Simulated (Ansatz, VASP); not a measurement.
F: VASP beside Ansatz

```
CELL_PARAMETERS angstrom
2.94846 -1.69458 -0.22741
2.94846 1.69458 -0.22741
-2.21702 0.00000 6.78634
ATOMIC_POSITIONS crystal
F 0.08485 0.08485 0.09800
F 0.91515 0.91515 0.90200
F 0.50157 0.50157 0.59372
F 0.49843 0.49843 0.40628
```

Alike in both runs: task single point; functional PBEsol; k mesh 4 × 4 × 2; occupations gaussian, width 0.05 eV; no spin polarisation.

|  | VASP | Ansatz |
| --- | --- | --- |
| version | VASP 6.6.1 | Ansatz 0.2.0 |
| potentials or method | VASP PAW PBE potentials, release 64 (F), cutoff 520 eV | scalar-relativistic, plane waves, PAW |
| valence electrons in the cell | 28 | 28 |

Ansatz gave:

```
gap on the k mesh at the Fermi level (eV)                     : 3.50
least direct gap on the mesh (eV)                             : 3.64
pressure (GPa)                                                : 5.1
traceless stress, the component that is largest in VASP (GPa) : 8.06
rms of the force components (eV/Å)                            : 1.364
```

What did VASP give for the same quantities?

gap on the k mesh at the Fermi level (eV): 3.41; least direct gap on the mesh (eV): 3.55; pressure (GPa): 5.7; traceless stress, the component that is largest in VASP (GPa): 10.12; rms of the force components (eV/Å): 1.681.

VASP's potentials were made for PBE, not for PBEsol. Atom by atom the forces differ by 0.329 eV/Å (rms over components). With one functional, cell and mesh, what is left measures potentials, basis and numerics.

The k mesh is coarse, so the values compare programs but aren't converged.
